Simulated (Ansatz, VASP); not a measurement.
One calculation of BAs, two programs

The input INCAR:

```
SYSTEM = BAs
ALGO     = Normal         ! electronic algorithm
EDIFF    = 1E-6           ! SCF threshold, eV
ENCUT    = 520            ! plane-wave cutoff, eV
GGA      = PE             ! functional
ISIF     = 2              ! what is computed and relaxed
ISMEAR   = -1             ! smearing method
LASPH    = .True.         ! aspherical terms in the spheres
LCHARG   = .False.        ! write CHGCAR
LREAL    = .False.        ! projectors in reciprocal space
LWAVE    = .False.        ! write WAVECAR
NBANDS   = 11             ! bands
NELM     = 80             ! most SCF steps
PREC     = Accurate       ! precision mode
SIGMA    = 0.08           ! smearing width, eV
```

The input KPOINTS:

```
k-points
0
Gamma
  14 14 14
  0 0 0
```

File POSCAR:

```
BAs
1.0
    0.0000000000      2.1552506501      2.1552506501
    2.1552506501      0.0000000000      2.1552506501
    2.1552506501      2.1552506501      0.0000000000
B As
1 1
Direct
    0.0000000000      0.0000000000      0.0000000000
    0.2500000000      0.2500000000      0.2500000000
```

Input for Ansatz:

```yaml
crystal:
  lattice:
    - [0.0, 2.1552506501, 2.1552506501]
    - [2.1552506501, 0.0, 2.1552506501]
    - [2.1552506501, 2.1552506501, 0.0]
  atoms:
    - { symbol: B, position: [0.0, 0.0, 0.0] }
    - { symbol: As, position: [0.25, 0.25, 0.25] }
kpoints:
  mp_grid: { grid: [14, 14, 14] }
scf:
  occupations: { method: fermi_dirac, width: 0.08 }
hamiltonian:
  xc: pbe
  pseudopotentials: { kind: paw }
output:
  forces: true
  stress: true
  eigenvalues: true
  populations: true
```

Change from the starting cell: volume scaled by 0.72, PAW files.

Alike in both runs: task single point; functional PBE; k mesh 14 × 14 × 14; occupations fermi-dirac, width 0.08 eV; no spin polarisation.

|  | VASP | Ansatz |
| --- | --- | --- |
| version | VASP 6.6.1 | Ansatz 0.2.0 |
| potentials or method | VASP PAW PBE potentials, release 64 (B, As) | PAW with Ansatz's default frozen-core files, scalar-relativistic |
| plane-wave cutoff (eV) | 520 | 420 |
| valence electrons in the cell | 8 | 18 |

Ansatz gave:

- pressure (GPa): 83.3

Question: Estimate VASP's values.

Answer: Pressure (GPa): 86.1.

Both programs put the cell under a high pressure, so it lies far from rest at this level. VASP's potentials hold 8 valence electrons a cell and Ansatz's 18, so a difference there can come from the potentials and not from the codes.

Noted on VASP's run: the cell as given lies far from equilibrium.
